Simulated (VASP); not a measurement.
A run of VASP 6.6.1 is set up as follows.

The input INCAR:

```
  PREC = Accurate
  ENCUT = 520
  EDIFF = 1E-6
  ISMEAR = -1
  SIGMA = 0.03
  LREAL = False
  LASPH = True
  NELM = 60
  ALGO = Normal
  ISIF = 2
  LWAVE = False
  LCHARG = False
  GGA = PE
  NBANDS = 12
```

Contents of KPOINTS:

```
Automatic mesh
0
Gamma
  12 12 7
```

The input POSCAR:

```
Sb
1.0
    3.3690001795      0.0000000000      0.0000000000
   -1.6845000898      2.9176397408      0.0000000000
    0.0000000000      0.0000000000      5.3300000000
Sb
2
Direct
    0.3333333333      0.6666666667      0.2500000000
    0.6666666667      0.3333333333      0.7500000000
```

Potentials or basis: VASP PAW PBE potentials, release 64 (Sb).

Run with:

```sh
$ cat potpaw_PBE.64/Sb/POTCAR > POTCAR
$ mpirun -np 1 vasp_std > vasp.out
```

Predict the pressure.

2.9 GPa.

Estimate the band gap on the k mesh.

zero (band 5 reaches 12.92 eV, above the bottom of band 6 at 5.95 eV).

Stress tensor (GPa, compression positive):
```
3.37 0.00 0.00
0.00 3.37 0.00
0.00 0.00 1.98
```

Caveat: spin-orbit coupling is left out, which moves the levels of the heavy elements.
